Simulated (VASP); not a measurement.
A run of VASP 6.6.1:

The input INCAR:

```
SYSTEM = Ge
ALGO = Normal
EDIFF = 1E-6
ENCUT = 520
GGA = RP
ISIF = 2
ISMEAR = -1
LASPH = .TRUE.
LCHARG = .TRUE.
LELF = .TRUE.
LREAL = .FALSE.
LVHAR = .TRUE.
LWAVE = .FALSE.
NBANDS = 21
NELM = 80
PREC = Accurate
SIGMA = 0.05
```

File KPOINTS:

```
k-points
0
G
  9 9 9
  0 0 0
```

File POSCAR:

```
Ge
1.0
    0.0000000000      2.9132079994      2.9132079994
    2.9132079994      0.0000000000      2.9132079994
    2.9132079994      2.9132079994      0.0000000000
Ge
2
Direct
    0.5000000000      0.5000000000      0.5000000000
    0.7500000000      0.7500000000      0.7500000000
```

Potentials or basis: VASP PAW PBE potentials, release 64 (Ge_d).

Command:

```bash
$ cat potpaw_PBE.64/Ge_d/POTCAR > POTCAR
$ mpirun -np 1 vasp_std > vasp.out
```

Hardware: 1 thread of Intel(R) Xeon(R) Platinum 8375C CPU @ 2.90GHz (Ice Lake), with other jobs on the host.

Estimate the wall time of this run.

It took 26 s on 1 thread of Intel(R) Xeon(R) Platinum 8375C CPU @ 2.90GHz (Ice Lake) (shared host), peak memory 0.18 GiB. Counts: scf iterations 12, k points 35.
